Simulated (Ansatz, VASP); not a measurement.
## One calculation of Mg, two programs

The input INCAR:

```
SYSTEM = Mg
PREC = Accurate
ENCUT = 520
EDIFF = 1E-7
ISMEAR = -1
SIGMA = 0.1
LREAL = .False.
LASPH = .True.
NELM = 80
ALGO = Normal
ISIF = 2
LWAVE = .False.
LCHARG = .False.
GGA = B5
ALDAX = 1.0
AGGAX = 1.0
AGGAC = 1.0
ALDAC = 0.0
NBANDS = 9
```

The input KPOINTS:

```
regular mesh
0
Gamma
  9 9 9
  0 0 0
```

POSCAR

```
Mg
1.0
    0.0000000000      3.5193806149      3.5193806149
    3.5193806149      0.0000000000      3.5193806149
    3.5193806149      3.5193806149      0.0000000000
Mg
2
Direct
    0.1250000000      0.1250000000      0.1250000000
    0.8750000000      0.8750000000      0.8750000000
```

Input for Ansatz:

```yaml
crystal:
  lattice:
    - [0.0, 3.5193806149, 3.5193806149]
    - [3.5193806149, 0.0, 3.5193806149]
    - [3.5193806149, 3.5193806149, 0.0]
  atoms:
    - { symbol: Mg, position: [0.125, 0.125, 0.125] }
    - { symbol: Mg, position: [0.875, 0.875, 0.875] }
hamiltonian:
  xc: blyp
  pseudopotentials:
    kind: paw
    azcp:
      Mg: "pseudopotentials/Mg.paw.azcp"
basis:
  ecutwfc: 420
  fft_grid_basis: typed
kpoints:
  mp_grid: { grid: [9, 9, 9], shift: [0, 0, 0] }
magnetization:
  spin_polarized: false
scf:
  occupations: { method: fermi_dirac, width: 0.1 }
  lower_state_search: "off"
output:
  stress: true
```

Alike in both runs: task single point; functional BLYP; k mesh 9 × 9 × 9; occupations fermi-dirac, width 0.1 eV; no spin polarisation.

```csv
,VASP,Ansatz
version,VASP 6.6.1,Ansatz 0.2.0
potentials or method,"VASP PAW PBE potentials, release 64 (Mg), cutoff 520 eV","plane waves (420 eV) with PAW, scalar-relativistic"
valence electrons in the cell,4,20
```

|  | VASP | Ansatz | Ansatz less VASP |
| --- | --- | --- | --- |
| pressure (GPa) | 0.3 | 0.3 | -0.01 |

VASP's potentials were made for PBE, not for BLYP. VASP's potentials hold 4 valence electrons a cell and Ansatz's 20, so a difference there can come from the potentials and not from the codes.
